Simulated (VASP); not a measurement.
Wanted: the native input for a VASP 6.6.1 run.

```
Task                   : single point
Functional             : PBEsol
Potentials or basis    : VASP PAW PBE potentials, release 64 (N)
Cutoff                 : 520 eV
k mesh                 : 22 × 22 × 22
Occupations            : gaussian, width 0.1 eV
Spin                   : no spin polarisation
Dipole correction      : no
Further INCAR settings : ALGO = Normal; EDIFF = 1e-07; NBANDS = 8
```

The structure of N lies in POSCAR:

```
N
1.0
    0.0000000000      1.5634266853      1.5634266853
    1.5634266853      0.0000000000      1.5634266853
    1.5634266853      1.5634266853      0.0000000000
N
1
Direct
    0.0000000000      0.0000000000      0.0000000000
```

This cell differs from its parent crystal: strained.

One way to write it, as run:

INCAR

```
SYSTEM = N
PREC     = Accurate       ! precision mode
ENCUT    = 520            ! plane-wave cutoff, eV
EDIFF    = 1E-7           ! SCF threshold, eV
ISMEAR   = 0              ! smearing method
SIGMA    = 0.1            ! smearing width, eV
LREAL    = .False.        ! projectors in reciprocal space
LASPH    = .True.         ! aspherical terms in the spheres
NELM     = 80             ! most SCF steps
ALGO     = Normal         ! electronic algorithm
ISIF     = 2              ! what is computed and relaxed
LWAVE    = .False.        ! write WAVECAR
LCHARG   = .True.         ! write CHGCAR
GGA      = PS             ! functional
LELF     = .True.         ! ELF
LVHAR    = .True.       
NBANDS   = 8              ! bands
```

KPOINTS

```
regular mesh
0
Gamma
  22 22 22
  0 0 0
```

Potentials or basis: VASP PAW PBE potentials, release 64 (N).

Launch:

```sh
$ cat potpaw_PBE.64/N/POTCAR > POTCAR
$ mpirun -np 1 vasp_std > vasp.out
```

Results of the run:

```
Pressure : -10.6 GPa
```

Caveat: the cell differs from its parent crystal (strained); the PAW data sets were made with another functional, which shifts forces and pressure a little.

Run time: 6.6 s on 1 thread of Intel(R) Xeon(R) Platinum 8559C (Emerald Rapids) (shared host), peak memory 0.11 GiB.
